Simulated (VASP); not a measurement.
# Te5Pd (R32) in VASP: notebook, part 2 of 2

VASP 6.6.1.

### Step 5. Relaxation of cell and atoms, PBE

This run uses another cell than the first one, of 29.52 Å³/atom.

The input, INCAR:

```
ALGO = Normal
EDIFF = 1E-6
EDIFFG = -0.01
ENCUT = 600
GGA = PE
IBRION = 2
ISIF = 3
ISMEAR = 0
LASPH = True
LCHARG = False
LREAL = False
LWAVE = False
NELM = 100
NSW = 100
PREC = Accurate
SIGMA = 0.1
```

The input, KPOINTS:

```
k-points
0
Gamma
  6 6 6
```

The input, POSCAR:

```
Te5Pd
1.0
    3.7842806993      2.1848554804      3.5706777863
   -3.7842806993      2.1848554804      3.5706777863
    0.0000000000     -4.3697109608      3.5706777863
Te Pd
5 1
Direct
    0.1441770614      0.1441770614      0.1441770614
    0.5303590197      0.4696409803      0.0000000000
    0.0000000000      0.5303590197      0.4696409803
    0.8558229386      0.8558229386      0.8558229386
    0.4696409803      0.0000000000      0.5303590197
    0.5000000000      0.5000000000      0.5000000000
```

Potentials or basis: VASP PAW PBE potentials, release 64 (Te, Pd).

Launch:

```sh
$ cat potpaw_PBE.64/Te/POTCAR potpaw_PBE.64/Pd/POTCAR > POTCAR
$ mpirun -np 1 vasp_std > vasp.out
```

OUTCAR:

```text
EDIFF = 1E-6
   EDIFFG = -0.01
   ENCUT = 600
   GGA = PE
   IBRION = 2
   ISIF = 3
   ISMEAR = 0
   LASPH = True
   LREAL = False
   NELM = 100
   NSW = 100
   PREC = Accurate

 ion  position               nearest neighbor table
   1  0.144  0.144  0.144-   2 2.99   5 2.99   3 2.99   4 3.09
   2  0.530  0.470  0.000-   6 2.83   6 2.83   1 2.99   4 2.99
   3  0.000  0.530  0.470-   6 2.83   6 2.83   4 2.99   1 2.99
   4  0.856  0.856  0.856-   2 2.99   3 2.99   5 2.99   1 3.09
   5  0.470  0.000  0.530-   6 2.83   6 2.83   1 2.99   4 2.99
   6  0.500  0.500  0.500-   2 2.83   2 2.83   3 2.83   5 2.83   5 2.83   3 2.83

[... 907 lines left out ...]
  Total        0.0481159      0.0481159     -0.0022167      0.0000000      0.0000000      0.0000000
  in kB        0.4354361      0.4354361     -0.0200605      0.0000000      0.0000000      0.0000000
  external PRESSURE =       0.2836039 kB  Pullay stress =       0.0000000 kB

 VOLUME and BASIS-vectors are now :
 -----------------------------------------------------------------------------
  energy-cutoff  :      600.00
  volume of cell :      177.04
      direct lattice vectors                 reciprocal lattice vectors
     3.784416203  2.184933713  3.568502751     0.132120775  0.076279965  0.093409857
    -3.784416203  2.184933713  3.568502751    -0.132120775  0.076279965  0.093409857
     0.000000000 -4.369867427  3.568502751     0.000000000 -0.152559930  0.093409857

 POSITION                                       TOTAL-FORCE (eV/Angst)
 -----------------------------------------------------------------------------------
      0.00000      0.00000      1.54348         0.000000     -0.000000     -0.003967
      0.22953      2.18493      3.56850        -0.005273      0.000000     -0.000000
     -2.00697     -0.89369      3.56850         0.002636     -0.004566      0.000000
      0.00000      0.00000      9.16203         0.000000      0.000000      0.003967
     -2.00697      0.89369      7.13701         0.002636      0.004566      0.000000
      0.00000      0.00000      5.35275         0.000000      0.000000      0.000000
 -----------------------------------------------------------------------------------
    total drift:                               -0.000000      0.000000     -0.000000

  FREE ENERGIE OF THE ION-ELECTRON SYSTEM (eV)
  ---------------------------------------------------
  free  energy   TOTEN  =       -20.4832162932 eV

  energy  without entropy=      -20.4583677908  energy(sigma->0) =      -20.47079204

 reached required accuracy - stopping structural energy minimisation
```

CONTCAR:

```text
Te5Pd
   1.00000000000000
     3.7844162029699850    2.1849337134803388    3.5685027507744653
    -3.7844162029699850    2.1849337134803388    3.5685027507744653
     0.0000000000000000   -4.3698674269606776    3.5685027507744653
  Te              Pd
     5     1
Direct
     0.1441759557202120    0.1441759557202120    0.1441759557202120
     0.5303256279256318    0.4696743720743682    0.0000000000000000
     0.0000000000000000    0.5303256279256318    0.4696743720743682
     0.8558240442797880    0.8558240442797880    0.8558240442797880
     0.4696743720743682    1.0000000000000000    0.5303256279256318
     0.5000000000000000    0.5000000000000000    0.5000000000000000

  0.00000000E+00  0.00000000E+00  0.00000000E+00
  0.00000000E+00  0.00000000E+00  0.00000000E+00
  0.00000000E+00  0.00000000E+00  0.00000000E+00
  0.00000000E+00  0.00000000E+00  0.00000000E+00
  0.00000000E+00  0.00000000E+00  0.00000000E+00
  0.00000000E+00  0.00000000E+00  0.00000000E+00
```

It took 1.9 min on 1 thread of Intel Xeon 6975P-C (Granite Rapids), shared host; peak memory 0.43 GiB.

Results:

| Quantity | Value |
| --- | --- |
| Free energy | -20.4832 eV |
| Relaxed volume | 29.51 Å³/atom |
| Relaxed cell | a = 5.642 Å, b = 5.642 Å, c = 5.642 Å, α = 84.25°, β = 84.25°, γ = 84.25° |
| Space group after relaxing (to 0.1 Å) | R32 (No. 155) |
| Energy gained by relaxing | 0.0 meV/atom |
| Ionic steps | 2 |
| Pressure after relaxing | 0.0 GPa |
| Largest force after relaxing | 0.005 eV/Å |
| Band gap on the k mesh | zero (bands 20 and 21 overlap by 1.04 eV) |

Forces on the atoms (eV/Å):
```
Te   0.000  0.000 -0.004
Te  -0.005  0.000  0.000
Te   0.003 -0.005  0.000
Te   0.000  0.000  0.004
Te   0.003  0.005  0.000
Pd   0.000  0.000  0.000
```

Final structure:
```yaml
crystal:
  lattice:
    - [3.78442, 2.18493, 3.56850]
    - [-3.78442, 2.18493, 3.56850]
    - [0.00000, -4.36987, 3.56850]
  atoms:
    - { symbol: Te, position: [0.14418, 0.14418, 0.14418] }
    - { symbol: Te, position: [0.53033, 0.46967, 0.00000] }
    - { symbol: Te, position: [0.00000, 0.53033, 0.46967] }
    - { symbol: Te, position: [0.85582, 0.85582, 0.85582] }
    - { symbol: Te, position: [0.46967, 0.00000, 0.53033] }
    - { symbol: Pd, position: [0.50000, 0.50000, 0.50000] }
```

Caveat: spin-orbit coupling is left out, which moves the levels of the heavy elements.

### Step 6. Summary

| task | cell | k mesh | cutoff (eV) | gap on the mesh (eV) | pressure (GPa) | relaxed volume (Å³/atom) | largest force (eV/Å) |
| --- | --- | --- | --- | --- | --- | --- | --- |
| relaxation of cell and atoms | relaxed from a = 6.875 Å, angles 56.7°, 6 atoms, atomic positions A | 3 × 3 × 3 | 600 | none | -0.1 | 26.58 | 0.02 |
| single point | a = 5.646 Å, angles 84.3°, 6 atoms, atomic positions B | 6 × 6 × 6 | 520 | none | -0.1 | - | 0.01 |
| relaxation of cell and atoms | relaxed from a = 6.262 Å, angles 56.4°, 6 atoms, atomic positions C | 6 × 6 × 6 | 600 | none | 0.0 | 29.60 | 0.03 |
| relaxation of cell and atoms | relaxed from a = 5.643 Å, angles 84.2°, 6 atoms, atomic positions D | 6 × 6 × 6 | 600 | none | 0.0 | 29.51 | 0.01 |

Alike in all rows: level PBE; potentials or basis VASP PAW PBE potentials, release 64 (Te, Pd); no spin polarisation; smearing gaussian 0.1 eV.

Caveats: some runs use coarse meshes; spin-orbit coupling is left out, which moves the levels of the heavy elements; the volume moved by over 15 % at a fixed basis, so the end points are rough (at least some runs).

Total energies depend on the potentials used, so only differences within one code and one set of settings carry meaning.
